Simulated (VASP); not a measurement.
Crystal: CoO.

```
Co O
1.0
     1.50547    0.86918    2.43993
    -1.50547    0.86918    2.43993
     0.00000   -1.73837    2.43993
Co O
1 1
Direct
  0.00000 0.00000 0.00000
  0.50000 0.50000 0.50000
```

Base run:

| Quantity | Value |
| --- | --- |
| Program | VASP 6.6.1 |
| Functional | PBEsol |
| Potentials or basis | VASP PAW PBE potentials, release 64 (Co, O) |
| Cutoff | 520 eV |
| k mesh | 11 × 11 × 11 |
| Occupations | fermi-dirac, width 0.05 eV |
| Spin | collinear spin, ferromagnetic start |
| Starting moments | [2.0, 0.0] μB |
| Hubbard terms | Co d U = 8.0 eV |

Its results: band gap on the k mesh zero (filled and empty bands overlap); pressure -9.7 GPa; net moment 3.00 μB per cell; site moments Co +2.85; O +0.18 μB.

Task: After a change of settings the same cell gave: band gap on the k mesh zero (filled and empty bands overlap); pressure -7.5 GPa; net moment 3.00 μB per cell; site moments Co +2.71; O +0.26 μB. Which change was it?
A. hubbard terms from Co d U = 8.0 eV to Co d U = 3.0 eV
B. hubbard terms from Co d U = 8.0 eV to Co d U = 2.0 eV
C. hubbard terms from Co d U = 8.0 eV to Co d U = 6.0 eV; further incar settings from ALGO = Normal; EDIFF = 1e-06; NBANDS = 18 to ALGO = Normal; EDIFF = 1e-07; NBANDS = 18

Result: A.

Caveats: the cell stands under tension; the PAW data sets were made with another functional, which shifts forces and pressure a little; a cell with one magnetic atom can't hold antiferromagnetic order, which such compounds often take.
